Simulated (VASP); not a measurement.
# Zr2S (I4/mmm) in VASP: single point with r2SCAN

Aim: the single point of Zr2S with r2SCAN.

Program: VASP 6.6.1. These are calculated values, not measurements. Logs are shortened: lines on timing, memory, paths and dates and some standing lists are left out, and cuts for length are marked.

## Step 1: The cell of the first run

It takes space group I4/mmm (No. 139, tetragonal). The conventional cell has a = 2.926 Å, b = 2.926 Å, c = 13.705 Å, α = 90.00°, β = 90.00°, γ = 90.00°. Zr (site symmetry 4mm) has 8 Zr at 2.90 to 2.93 Å and 4 S at 3.18 Å within 3.8 Å. S (site symmetry 4/mmm) has 4 S at 2.93 Å and 8 Zr at 3.18 Å within 3.9 Å.

## Step 2: Single point, r2SCAN

POSCAR

```
Zr2S
1.0
    0.0000000000      2.9258970000      0.0000000000
    2.9258970000      0.0000000000      0.0000000000
    1.4629480000      1.4629480000     -6.8526240000
Zr S
2 1
Direct
    0.3240000000      0.3240000000      0.3520000000
    0.6760000000      0.6760000000      0.6480000000
    0.0000000000      0.0000000000      0.0000000000
```

INCAR.step1

```
SYSTEM = Zr2S
PREC     = Accurate       ! precision mode
ENCUT    = 520            ! plane-wave cutoff, eV
ISMEAR   = -1             ! smearing method
SIGMA    = 0.0249         ! smearing width, eV
LREAL    = .FALSE.        ! projectors in reciprocal space
LASPH    = .TRUE.         ! aspherical terms in the spheres
NELM     = 80             ! most SCF steps
NBANDS   = 22             ! bands
GGA      = PE             ! functional
ALGO     = Normal         ! electronic algorithm
EDIFF    = 1E-4           ! SCF threshold, eV
LWAVE    = .TRUE.         ! write WAVECAR
LCHARG   = .FALSE.        ! write CHGCAR
```

INCAR.step2

```
SYSTEM = Zr2S
PREC     = Accurate       ! precision mode
ENCUT    = 520            ! plane-wave cutoff, eV
EDIFF    = 1E-6           ! SCF threshold, eV
ISMEAR   = -1             ! smearing method
SIGMA    = 0.0249         ! smearing width, eV
LREAL    = .FALSE.        ! projectors in reciprocal space
LASPH    = .TRUE.         ! aspherical terms in the spheres
NELM     = 80             ! most SCF steps
ALGO     = Normal         ! electronic algorithm
ISIF     = 2              ! what is computed and relaxed
LWAVE    = .FALSE.        ! write WAVECAR
LCHARG   = .FALSE.        ! write CHGCAR
METAGGA  = R2SCAN         ! meta-GGA
LMIXTAU  = .TRUE.       
NBANDS   = 22             ! bands
ISTART   = 1
```

KPOINTS

```
regular mesh
0
G
  12 12 12
  0 0 0
```

Potentials or basis: VASP PAW PBE potentials, release 64 (Zr_sv, S).

Command:

```console
$ cat potpaw_PBE.64/Zr_sv/POTCAR potpaw_PBE.64/S/POTCAR > POTCAR
$ cp INCAR.step1 INCAR
$ mpirun -np 1 vasp_std > vasp.out
$ cp INCAR.step2 INCAR
$ mpirun -np 1 vasp_std > vasp.out
```

OUTCAR:

```text
SYSTEM = Zr2S
   PREC = Accurate
   ENCUT = 520
   EDIFF = 1E-6
   ISMEAR = -1
   LREAL = .FALSE.
   LASPH = .TRUE.
   NELM = 80
   ISIF = 2
   METAGGA = R2SCAN
   ISTART = 1

 ion  position               nearest neighbor table
   1  0.324  0.324  0.352-   2 2.90   2 2.90   2 2.90   2 2.90   3 3.18   3 3.18   3 3.18   3 3.18

   2  0.676  0.676  0.648-   1 2.90   1 2.90   1 2.90   1 2.90   3 3.18   3 3.18   3 3.18   3 3.18

   3  0.000  0.000  0.000-   1 3.18   2 3.18   2 3.18   2 3.18   1 3.18   1 3.18   2 3.18   1 3.18

  LATTYP: Found a body centered tetragonal cell.
 ALAT       =     2.9258970000
 C/A-ratio  =     4.6841184088

  Lattice vectors:

 A1 = (  -1.4629480000,   1.4629490000,   6.8526240000)
 A2 = (   1.4629490000,  -1.4629480000,   6.8526240000)
 A3 = (   1.4629480000,   1.4629480000,  -6.8526240000)

Analysis of symmetry for initial positions (statically):
=====================================================================
 Subroutine PRICEL returns:
 Original cell was already a primitive cell.

 Routine SETGRP: Setting up the symmetry group for a
 body centered tetragonal supercell.

 Subroutine GETGRP returns: Found 16 space group operations
 (whereof 16 operations were pure point group operations)
 out of a pool of 16 trial point group operations.

The static configuration has the point symmetry D_4h.

Analysis of symmetry for dynamics (positions and initial velocities):
=====================================================================
 Subroutine PRICEL returns:
 Original cell was already a primitive cell.

 Routine SETGRP: Setting up the symmetry group for a
 body centered tetragonal supercell.

 Subroutine GETGRP returns: Found 16 space group operations
 (whereof 16 operations were pure point group operations)
 out of a pool of 16 trial point group operations.

The dynamic configuration has the point symmetry D_4h.

 Subroutine INISYM returns: Found 16 space group operations
 (whereof 16 operations are pure point group operations),
 and found     1 'primitive' translations

----------------------------------------------------------------------------------------

                                     Primitive cell

  volume of cell :      58.6644

  direct lattice vectors                    reciprocal lattice vectors
     0.000000000  2.925897000  0.000000000     0.000000000  0.341775531  0.072964725
     2.925897000  0.000000000  0.000000000     0.341775531  0.000000000  0.072964725
     1.462948000  1.462948000 -6.852624000     0.000000000  0.000000000 -0.145929501

  length of vectors
     2.925897000  2.925897000  7.158134491     0.349477273  0.349477273  0.145929501

  position of ions in fractional coordinates (direct lattice)
     0.324000000  0.324000000  0.352000000
     0.676000000  0.676000000  0.648000000
     0.000000000  0.000000000  0.000000000

  ion indices of the primitive-cell ions
   primitive index   ion index
                 1           1
                 2           2
                 3           3

----------------------------------------------------------------------------------------

 KPOINTS: regular mesh

Automatic generation of k-mesh.
 Grid dimensions read from file:
 generate k-points for:   12   12   12

 Generating k-lattice:

  Cartesian coordinates                     Fractional coordinates (reciprocal lattice)
     0.000000000  0.028481294  0.006080394     0.083333333  0.000000000  0.000000000
     0.028481294  0.000000000  0.006080394     0.000000000  0.083333333  0.000000000
     0.000000000  0.000000000 -0.012160792     0.000000000  0.000000000  0.083333333

  Length of vectors
     0.029123106  0.029123106  0.012160792

  Shift w.r.t. Gamma in fractional coordinates (k-lattice)
     0.000000000  0.000000000  0.000000000

 Subroutine IBZKPT returns following result:
 ===========================================

 Found    163 irreducible k-points:

 Following reciprocal coordinates:
            Coordinates               Weight
  0.000000  0.000000  0.000000      1.000000
  0.083333  0.000000  0.000000      8.000000
  0.166667  0.000000  0.000000      8.000000
  0.250000  0.000000  0.000000      8.000000
  0.333333  0.000000  0.000000      8.000000
  0.416667  0.000000  0.000000      8.000000
[... 16 lines left out ...]
  0.500000  0.166667  0.000000     16.000000
 -0.416667  0.166667  0.000000     16.000000
 [... further k-points ...]
   k-points           NKPTS =    163   k-points in BZ     NKDIM =    163   number of bands    NBANDS=     22
   number of dos      NEDOS =    301   number of ions     NIONS =      3
   total plane-waves  NPLWV =  31104
   dimension x,y,z NGX =    24 NGY =   24 NGZ =   54
   dimension x,y,z NGXF=    48 NGYF=   48 NGZF=  108
   ions per type =               2   1
   NGX,Y,Z   is equivalent  to a cutoff of  13.64, 13.64, 12.54 a.u.
   NGXF,Y,Z  is equivalent  to a cutoff of  27.27, 27.27, 25.08 a.u.
 SYSTEM =  Zr2S
   PREC   = accura    normal or accurate (medium, high low for compatibility)
   ISTART =      1    job   : 0-new  1-cont  2-samecut
   ICHARG =      0    charge: 1-file 2-atom 10-const
   ISPIN  =      1    spin polarized calculation?
   LNONCOLLINEAR =      F non collinear calculations
   LSORBIT =      F    spin-orbit coupling
   LASPH  =      T    aspherical Exc in radial PAW
   ENCUT  =  520.0 eV  38.22 Ry    6.18 a.u.   5.44  5.44 13.31*2*pi/ulx,y,z
   NELM   =     80;   NELMIN=  2; NELMDL=  0     # of ELM steps
   EDIFF  = 0.1E-05   stopping-criterion for ELM
   LREAL  =      F    real-space projection
   EDIFFG = 0.1E-04   stopping-criterion for IOM
   NSW    =      0    number of steps for IOM
   IBRION =     -1    ionic relax: 0-MD 1-quasi-New 2-CG
   NFREE  =      0    steps in history (QN), initial steepest desc. (CG)
   ISIF   =      2    stress and relaxation
   ISYM   =      2    0-nonsym 1-usesym 2-fastsym
   POTIM  = 0.5000    time-step for ionic-motion
   TEBEG  =    0.0;   TEEND  =   0.0 temperature during run
   PSTRESS=    0.0 pullay stress
   NELECT =      30.0000    total number of electrons
   NUPDOWN=      -1.0000    fix difference up-down
   EMIN   =  10.00;   EMAX   =-10.00  energy-range for DOS
   EFERMI =   0.00;   METHOD = LEGACY
   ISMEAR =    -1;   SIGMA  =   0.02  broadening in eV -4-tet -1-fermi 0-gaus
   EFERMI_NEDOS =   21; number of points for ismear=-14 and -15
   IALGO  =     38    algorithm
   IMIX   =      4    mixing-type and parameters
     AMIX     =   0.40;   BMIX     =  1.00
     AMIX_MAG =   1.60;   BMIX_MAG =  1.00
  volume/ion in A,a.u.               =      19.55       131.96
  Fermi-wavevector in a.u.,A,eV,Ry     =   1.309153  2.473940 23.318759  1.713880
  Thomas-Fermi vector in A             =   2.439771
   LORBIT       =      0    0 simple, 1 ext, 2 COOP (PROOUT), +10 PAW based schemes
   METAGGA = R2SCAN    functional components
   LHFCALC =     F    Hartree Fock is set to
   AEXX    =    0.0000 exact exchange contribution
   IVDW    =     0    specifies the selected vdW correction
   LEPSILON=     F    determine dielectric tensor
   LRPA    =     F    only Hartree local field effects (RPA)
 non-spin polarized calculation
  energy-cutoff  :      520.00
  volume of cell :       58.66
 maximum number of plane-waves:      1613
 NGX is ok and might be reduce to    24
   NGX = 11   NGY = 11   NGZ = 27

 number of electron      29.9999999 magnetization

 Free energy of the ion-electron system (eV)
  ---------------------------------------------------
  ext. energy  EPLUGINS =         0.00000000
  ---------------------------------------------------
  free energy    TOTEN  =       -53.67255715 eV

  energy without entropy =      -53.66914612  energy(sigma->0) =      -53.67085163

 E-fermi :   9.3546     XC(G=0): -11.9754

 val. band max:        9.3520309779   @ k =  -0.0833  -0.0833   0.2500
 cond. band min:       9.3628992589   @ k =   0.3333   0.3333   0.0000
 fundamental gap:      0.0108682809
 Fermi energy:         9.3545831975

 k-point     1 :       0.0000    0.0000    0.0000
  band No.  band energies     occupation
      1     -41.1014      2.00000
      2     -40.7857      2.00000
      3     -18.9164      2.00000
      4     -17.9543      2.00000
      5     -17.9543      2.00000
      6     -17.8296      2.00000
[... 14 lines left out ...]
     21      15.3659      0.00000
     22      15.3663      0.00000

 k-point     2 :       0.0833    0.0000    0.0000
  band No.  band energies     occupation
      1     -41.0867      2.00000
      2     -40.7812      2.00000
      3     -18.9032      2.00000
      4     -18.0998      2.00000
      5     -17.9398      2.00000
      6     -17.7714      2.00000
[... 14 lines left out ...]
     21      14.1570      0.00000
     22      15.4127      0.00000

 k-point     3 :       0.1667    0.0000    0.0000
  band No.  band energies     occupation
      1     -41.0452      2.00000
      2     -40.7699      2.00000
      3     -18.8767      2.00000
      4     -18.3700      2.00000
      5     -17.8988      2.00000
      6     -17.8153      2.00000
[... 14 lines left out ...]
     21      13.4376      0.00000
     22      14.7756      0.00000

 k-point     4 :       0.2500    0.0000    0.0000
  band No.  band energies     occupation
      1     -40.9844      2.00000
      2     -40.7581      2.00000
      3     -18.8848      2.00000
      4     -18.6795      2.00000
      5     -18.0266      2.00000
      6     -17.8376      2.00000
[... 14 lines left out ...]
     21      13.6549      0.00000
     22      14.2943      0.00000

 k-point     5 :       0.3333    0.0000    0.0000
  band No.  band energies     occupation
      1     -40.9152      2.00000
      2     -40.7541      2.00000
      3     -18.9865      2.00000
      4     -18.9583      2.00000
      5     -18.1140      2.00000
      6     -17.7959      2.00000
[... 14 lines left out ...]
     21      14.1312      0.00000
     22      14.2041      0.00000

 k-point     6 :       0.4167    0.0000    0.0000
  band No.  band energies     occupation
      1     -40.8496      2.00000
      2     -40.7657      2.00000
      3     -19.1441      2.00000
      4     -19.1295      2.00000
      5     -18.0702      2.00000
      6     -17.8747      2.00000
[... 14 lines left out ...]
     21      14.0441      0.00000
     22      14.3770      0.00000

 k-point     7 :       0.5000    0.0000    0.0000
  band No.  band energies     occupation
      1     -40.7978      2.00000
      2     -40.7977      2.00000
      3     -19.2010      2.00000
      4     -19.2003      2.00000
      5     -17.9753      2.00000
      6     -17.9722      2.00000
[... 324 lines left out ...]
      6     -18.0354      2.00000
[... 14 lines left out ...]
     21      13.5285      0.00000
     22      14.6632      0.00000

 k-point    21 :       0.3333    0.1667   -0.0000
  band No.  band energies     occupation
      1     -40.8697      2.00000
      2     -40.7293      2.00000
      3     -18.9301      2.00000
      4     -18.8826      2.00000
      5     -18.1410      2.00000
      6     -18.1184      2.00000
[... 14 lines left out ...]
     21      13.7134      0.00000
     22      14.2189      0.00000

 k-point    22 :       0.4167    0.1667   -0.0000
  band No.  band energies     occupation
      1     -40.8092      2.00000
      2     -40.7362      2.00000
      3     -19.0716      2.00000
      4     -19.0672      2.00000
      5     -18.0801      2.00000
      6     -18.0621      2.00000
[... 14 lines left out ...]
     21      13.8823      0.00000
     22      14.2022      0.00000

 k-point    23 :       0.5000    0.1667    0.0000
  band No.  band energies     occupation
      1     -40.7629      2.00000
      2     -40.7628      2.00000
      3     -19.1333      2.00000
      4     -19.1322      2.00000
      5     -18.0302      2.00000
      6     -18.0272      2.00000
[... 14 lines left out ...]
     21      13.9064      0.00000
     22      14.3638      0.00000

 k-point    24 :      -0.4167    0.1667    0.0000
  band No.  band energies     occupation
      1     -40.8092      2.00000
      2     -40.7361      2.00000
      3     -19.0706      2.00000
      4     -19.0678      2.00000
      5     -18.0822      2.00000
      6     -18.0611      2.00000
[... 14 lines left out ...]
     21      13.9065      0.00000
     22      14.4557      0.00000

 [... further k-points ...]
[... 5 lines left out ...]
  --------------------------------------------------------------------------------------
  -------------------------------------------------------------------------------------
  Total        6.3969844      6.3969844     -0.4670628     -0.0000000     -0.0000000     -0.0000000
  in kB      174.7072410    174.7072410    -12.7558944     -0.0000000     -0.0000009     -0.0000009
  external PRESSURE =     112.2195292 kB  Pullay stress =       0.0000000 kB

 VOLUME and BASIS-vectors are now :
 -----------------------------------------------------------------------------
  energy-cutoff  :      520.00
  volume of cell :       58.66
      direct lattice vectors                 reciprocal lattice vectors
     0.000000000  2.925897000  0.000000000     0.000000000  0.341775531  0.072964725
     2.925897000  0.000000000  0.000000000     0.341775531  0.000000000  0.072964725
     1.462948000  1.462948000 -6.852624000     0.000000000  0.000000000 -0.145929501

 POSITION                                       TOTAL-FORCE (eV/Angst)
 -----------------------------------------------------------------------------------
      1.46295      1.46295     -2.41212         0.000000      0.000000      3.640946
      2.92590      2.92590     -4.44050        -0.000000     -0.000000     -3.640946
      0.00000      0.00000      0.00000         0.000000      0.000000     -0.000000
 -----------------------------------------------------------------------------------
    total drift:                                0.000000      0.000000      0.000000

  FREE ENERGIE OF THE ION-ELECTRON SYSTEM (eV)
  ---------------------------------------------------
  free  energy   TOTEN  =       -53.6725571484 eV

  energy  without entropy=      -53.6691461213  energy(sigma->0) =      -53.67085163
```

Wall time 9.9 min (1 thread of Intel Xeon 8259CL, shared host); peak memory 0.32 GiB.

Results:

| Item | Value |
| --- | --- |
| Free energy | -53.6726 eV |
| Pressure | 11.2 GPa |
| Largest force | 3.641 eV/Å |
| Band gap on the k mesh | zero (bands 15 and 16 overlap by 2.06 eV) |

Forces on the atoms (eV/Å):
```
Zr   0.000  0.000  3.641
Zr   0.000  0.000 -3.641
S    0.000  0.000  0.000
```

Levels at points of the mesh, in eV from the Fermi level:
| k point | band 12 | band 13 | band 14 | band 15 | band 16 | band 17 | band 18 | band 19 |
| --- | --- | --- | --- | --- | --- | --- | --- | --- |
| (0.00, 0.00, 0.00) | -2.81 | -2.71 | -0.39 | 0.16 | 0.16 | 2.17 | 2.17 | 2.67 |
| (0.50, 0.00, 0.00) | -2.38 | -1.76 | 0.28 | 0.36 | 0.92 | 1.60 | 1.73 | 2.14 |
| (0.50, 0.50, 0.00) | -4.31 | -3.08 | -1.95 | -1.12 | -0.63 | 1.86 | 2.23 | 4.09 |
| (0.00, 0.00, 0.50) | -2.73 | -2.08 | -0.34 | 0.02 | 0.02 | 2.69 | 2.69 | 3.01 |

Caveat: the stress differs along the axes, from -1 to 17 GPa; the PAW data sets were made with another functional, which shifts forces and pressure a little.
